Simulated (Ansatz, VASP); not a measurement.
One calculation of MoS2, two programs

```
CELL_PARAMETERS angstrom
3.24355 0.00000 0.00000
-1.62177 2.80899 0.00000
0.00000 0.00000 6.28644
ATOMIC_POSITIONS crystal
Mo 0.00000 0.00000 0.50000
S 0.33333 0.66667 0.25695
S 0.66667 0.33333 0.74305
```

Alike in both runs: task single point; functional r2SCAN; k mesh 4 × 4 × 2; no spin polarisation.

|  | VASP | Ansatz |
| --- | --- | --- |
| version | VASP 6.6.1 | Ansatz 0.2.0 |
| potentials or method | VASP PAW PBE potentials, release 64 (Mo_sv, S) | plane waves, PAW |
| plane-wave cutoff (eV) | 520 | 500 |
| occupations | gaussian, width 0.1 eV | gaussian |
| valence electrons in the cell | 26 | 26 |

```tsv
	VASP	Ansatz	Ansatz less VASP
gap on the k mesh at the Fermi level (eV)	none	none	-
pressure (GPa)	0.9	0.9	-0.05
traceless stress, the component that is largest in VASP (GPa)	-1.97	-2.01	-0.037
rms of the force components (eV/Å)	0.035	0.040	+0.0049
```

VASP's potentials were made for PBE, not for r2SCAN. Atom by atom the forces differ by 0.005 eV/Å (rms over components). A gap of «none» marks a metal or a gap that the smearing closes.

The k mesh is coarse, so the values compare programs but aren't converged.
